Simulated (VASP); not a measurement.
A run of VASP 6.6.1 is set up as follows.

Contents of INCAR:

```
SYSTEM = BN
ALGO = Normal
EDIFF = 1E-6
ENCUT = 520
GGA = PE
ISIF = 2
ISMEAR = 0
LASPH = .TRUE.
LCHARG = .FALSE.
LREAL = .FALSE.
LWAVE = .FALSE.
NBANDS = 16
NELM = 100
PREC = Accurate
SIGMA = 0.01
```

File KPOINTS:

```
k-points
0
G
  6 6 4
  0 0 0
```

Contents of POSCAR:

```
BN
1.0
    2.4930709996      0.0000000000      0.0000000000
   -1.2465354998      2.1590628191      0.0000000000
    0.0000000000      0.0000000000      4.1236590347
B N
2 2
Direct
    0.3333333333      0.6666666667      0.0004218835
    0.6666666667      0.3333333333      0.5004218835
    0.3333333333      0.6666666667      0.3745781165
    0.6666666667      0.3333333333      0.8745781165
```

Potentials or basis: VASP PAW PBE potentials, release 64 (B, N).

Command:

```console
$ cat potpaw_PBE.64/B/POTCAR potpaw_PBE.64/N/POTCAR > POTCAR
$ mpirun -np 1 vasp_std > vasp.out
```

Question: Predict the largest force.

Answer: 0.004 eV/Å.

Question: Estimate the pressure.

Answer: 31.4 GPa.

Question: What does it give for the band gap on the k mesh?

Answer: 5.05 eV, indirect (least direct gap 8.62 eV).

Forces on the atoms (eV/Å):
```
B    0.000  0.000  0.004
B    0.000  0.000  0.004
N    0.000  0.000 -0.004
N    0.000  0.000 -0.004
```

Caveat: the k points lie up to 0.49 Å⁻¹ apart; the cell differs from its parent crystal (strain -2.0%). A k mesh can miss the band edges.
